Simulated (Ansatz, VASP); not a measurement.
# Two plane-wave programs on TlVSe3

The input INCAR:

```
PREC     = Accurate       # precision mode
ENCUT    = 600            # plane-wave cutoff, eV
EDIFF    = 1E-6           # SCF threshold, eV
ISMEAR   = 0              # smearing method
SIGMA    = 0.1            # smearing width, eV
LREAL    = F              # projectors in reciprocal space
LASPH    = T              # aspherical terms in the spheres
NELM     = 60             # most SCF steps
ALGO     = Normal         # electronic algorithm
ISIF     = 3              # what is computed and relaxed
LWAVE    = F              # write WAVECAR
LCHARG   = F              # write CHGCAR
GGA      = PE             # functional
IBRION   = 2              # ionic algorithm
NSW      = 100            # ionic steps
EDIFFG   = -0.01          # ionic threshold
```

KPOINTS

```
Automatic mesh
0
Gamma
  8 8 8
```

POSCAR

```
TlVSe3
1.0
    5.0061371500      0.0000000000      0.0000000000
    0.0000000000      5.0061371500      0.0000000000
    0.0000000000      0.0000000000      5.0061371500
V Tl Se
1 1 3
Direct
    0.0000000000      0.0000000000      0.0000000000
    0.5000000000      0.5000000000      0.5000000000
    0.5000000000      0.0000000000      0.0000000000
    0.0000000000      0.5000000000      0.0000000000
    0.0000000000      0.0000000000      0.5000000000
```

Input for Ansatz:

```yaml
crystal:
  lattice:
    - [5.00613715, 0.0, 0.0]
    - [0.0, 5.00613715, 0.0]
    - [0.0, 0.0, 5.00613715]
  atoms:
    - { symbol: V, position: [0.0, 0.0, 0.0] }
    - { symbol: Tl, position: [0.5, 0.5, 0.5] }
    - { symbol: Se, position: [0.5, 0.0, 0.0] }
    - { symbol: Se, position: [0.0, 0.5, 0.0] }
    - { symbol: Se, position: [0.0, 0.0, 0.5] }
basis:
  ecutwfc: 420
kpoints:
  mp_grid: { grid: [8, 8, 8] }
hamiltonian:
  xc: pbe
scf:
  occupations: { method: gaussian, width: 0.1 }
output:
  forces: true
  stress: true
  eigenvalues: true
relax:
  adjacent_minimum: "off"
  f_tol: 0.01
  max_steps: 80
  cell: { stress_tol: 0.05 }
```

Alike in both runs: task relaxation of cell and atoms; functional PBE; k mesh 8 × 8 × 8; occupations gaussian, width 0.1 eV; no spin polarisation.

|  | VASP | Ansatz |
| --- | --- | --- |
| version | VASP 6.6.1 | Ansatz 0.2.0 |
| potentials or method | VASP PAW PBE potentials, release 64 (V_sv, Tl_d, Se), cutoff 600 eV | scalar-relativistic, plane waves, PAW |
| valence electrons in the cell | 44 | 74 |

|  | VASP | Ansatz | Ansatz less VASP |
| --- | --- | --- | --- |
| gap on the k mesh at the Fermi level, each at its own relaxed structure (eV) | none | none | - |
| relaxed volume (Å³/atom) | 24.04 | 24.01 | -0.025 |
| relaxed cell length with the largest relative difference (Å) | 4.935 | 4.933 | -0.0017 |

A gap of «none» marks a metal or a gap that the smearing closes. VASP's potentials hold 44 valence electrons a cell and Ansatz's 74, so a difference there can come from the potentials and not from the codes.

Neither program's run includes spin-orbit coupling.
